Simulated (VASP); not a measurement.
B, 2 atoms in the cell. The structure is cubic, space group Fd-3m (No. 227). The conventional cell has a = 4.024 Å, b = 4.024 Å, c = 4.024 Å, α = 90.00°, β = 90.00°, γ = 90.00°. Within 2.3 Å of B (site symmetry -43m) lie 4 B at 1.74 Å. 

```yaml
Program: VASP 6.6.1
Task: single point
Functional: r2SCAN
Potentials_or_basis: VASP PAW PBE potentials, release 64 (B)
Cutoff: 520 eV
k_mesh: 14 × 14 × 14
Occupations: fermi-dirac, width 0.1 eV
Spin: no spin polarisation
Dipole_correction: no
Further_INCAR_settings: ALGO = Normal; EDIFF = 1e-07; NBANDS = 10
```

Potentials or basis: VASP PAW PBE potentials, release 64 (B).

Launch:

```console
$ cat potpaw_PBE.64/B/POTCAR > POTCAR
$ cp INCAR.step1 INCAR
$ mpirun -np 1 vasp_std > vasp.out
$ cp INCAR.step2 INCAR
$ mpirun -np 1 vasp_std > vasp.out
```

Hardware: 1 thread of Intel(R) Xeon(R) 6975P-C (Granite Rapids), on a shared host.

How long does it take, and how much memory?

Wall time 26 s on 1 thread of Intel(R) Xeon(R) 6975P-C (Granite Rapids), on a shared host, peak memory 0.14 GiB. Counts: k points 104.
